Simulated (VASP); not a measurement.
Set up this calculation in VASP 6.6.1, as the native input.

| Property | Result |
| --- | --- |
| Task | single point |
| Functional | r2SCAN |
| Potentials or basis | VASP PAW PBE potentials, release 64 (Zn, N, Sn_d) |
| Cutoff | 520 eV |
| k mesh | 6 × 6 × 6 |
| Occupations | fermi-dirac, width 0.02 eV |
| Spin | no spin polarisation |
| Dipole correction | no |
| Further INCAR settings | ALGO = Normal; EDIFF = 1e-07; NBANDS = 26 |

ZnSnN2:

```
Zn N Sn
1.0
     3.38202    0.00000    0.00000
     0.00000    3.38202    0.00000
     0.00000    0.00000    4.69964
Zn N Sn
1 2 1
Direct
  0.00000 0.00000 0.00000
  0.00000 0.50000 0.24484
  0.50000 0.00000 0.75516
  0.50000 0.50000 0.50000
```

These files were run (other wordings do the same):

POSCAR

```
ZnSnN2
1.0
    3.3820201404      0.0000000000      0.0000000000
    0.0000000000      3.3820201404      0.0000000000
    0.0000000000      0.0000000000      4.6996405255
Zn N Sn
1 2 1
Direct
    0.0000000000      0.0000000000      0.0000000000
    0.0000000000      0.5000000000      0.2448435878
    0.5000000000      0.0000000000      0.7551564122
    0.5000000000      0.5000000000      0.5000000000
```

INCAR.step1

```
SYSTEM = ZnSnN2
ALGO     = Normal         ! electronic algorithm
EDIFF    = 1E-4           ! SCF threshold, eV
ENCUT    = 520            ! plane-wave cutoff, eV
GGA      = PE             ! functional
ISMEAR   = -1             ! smearing method
LASPH    = .TRUE.         ! aspherical terms in the spheres
LCHARG   = .FALSE.        ! write CHGCAR
LREAL    = .FALSE.        ! projectors in reciprocal space
LWAVE    = .TRUE.         ! write WAVECAR
NBANDS   = 26             ! bands
NELM     = 80             ! most SCF steps
PREC     = Accurate       ! precision mode
SIGMA    = 0.02           ! smearing width, eV
```

INCAR.step2

```
SYSTEM = ZnSnN2
ALGO     = Normal         ! electronic algorithm
EDIFF    = 1E-7           ! SCF threshold, eV
ENCUT    = 520            ! plane-wave cutoff, eV
ISIF     = 2              ! what is computed and relaxed
ISMEAR   = -1             ! smearing method
ISTART   = 1            
LASPH    = .TRUE.         ! aspherical terms in the spheres
LCHARG   = .FALSE.        ! write CHGCAR
LMIXTAU  = .TRUE.       
LREAL    = .FALSE.        ! projectors in reciprocal space
LWAVE    = .FALSE.        ! write WAVECAR
METAGGA  = R2SCAN         ! meta-GGA
NBANDS   = 26             ! bands
NELM     = 80             ! most SCF steps
PREC     = Accurate       ! precision mode
SIGMA    = 0.02           ! smearing width, eV
```

KPOINTS

```
k-points
0
G
  6 6 6
  0 0 0
```

Potentials or basis: VASP PAW PBE potentials, release 64 (Zn, N, Sn_d).

The run is started by

```console
$ cat potpaw_PBE.64/Zn/POTCAR potpaw_PBE.64/N/POTCAR potpaw_PBE.64/Sn_d/POTCAR > POTCAR
$ cp INCAR.step1 INCAR
$ mpirun -np 1 vasp_std > vasp.out
$ cp INCAR.step2 INCAR
$ mpirun -np 1 vasp_std > vasp.out
```

It gave:

* Pressure: 0.5 GPa
* Largest force: 0.009 eV/Å
* Band gap on the k mesh: 0.34 eV, direct

Caveat: the PAW data sets were made with another functional, which shifts forces and pressure a little; spin-orbit coupling is left out, which moves the levels of the heavy elements.

It took 3.7 min on 1 thread of Intel(R) Xeon(R) Platinum 8375C CPU @ 2.90GHz (Ice Lake), with other jobs on the host, peak memory 0.21 GiB.
